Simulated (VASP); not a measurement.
**ZnS: single point with PBE**

ZnS:

```
Zn S
1.0
    -2.70465   -2.70465    0.00000
     2.70465   -2.70465    0.00000
     0.00000    0.00000   16.81860
Zn S
4 4
Cartesian
  0.0000 0.0000 10.1424
  0.0000 -2.7046 2.0285
  0.0000 0.0000 4.7331
  0.0000 -2.7046 7.4378
  -1.3523 -1.3523 3.3808
  1.3523 -1.3523 6.0855
  -1.3523 -1.3523 8.7901
  1.3523 -1.3523 0.6762
```

This cell differs from its parent crystal: the distance across one plane changed.

```yaml
Program: VASP 6.6.1
Task: single point
Functional: PBE
Potentials_or_basis: VASP PAW PBE potentials, release 64 (Zn, S)
Cutoff: 520 eV
k_mesh: 7 × 7 × 3
Occupations: gaussian, width 0.05 eV
Spin: no spin polarisation
Dipole_correction: no
Further_INCAR_settings: ALGO = Normal; EDIFF = 1e-06; NBANDS = 46
```

The pressure is 0.3 GPa, the largest force is 0.737 eV/Å and the band gap on the k mesh is 0.05 eV (least direct gap 0.11 eV).

Forces in eV/Å, atoms in the order of the input:
```
Zn   0.000  0.000  0.061
Zn   0.000  0.000 -0.737
Zn   0.000  0.000 -0.540
Zn   0.000  0.000 -0.562
S    0.000  0.000  0.601
S    0.000  0.000  0.472
S    0.000  0.000  0.441
S    0.000  0.000  0.264
```

Stress tensor (GPa, compression positive):
```
0.07 0.02 0.00
0.02 0.07 0.00
0.00 0.00 0.69
```

Levels at points of the mesh, in eV from the valence-band top:
```
           k point  band 32  band 33  band 34  band 35  band 36  band 37  band 38  band 39  band 40  band 41
(0.00, 0.00, 0.00)    -1.21    -1.10    -0.76    -0.06     0.00     0.38     2.26     2.72     3.09     3.58
```

Run time: 10 min on 1 thread of Intel Xeon 8259CL (shared host), peak memory 0.47 GiB.

Caveat: the cell differs from its parent crystal (the distance across one plane changed); an odd mesh through Γ misses points on the zone boundary, where band edges can lie.
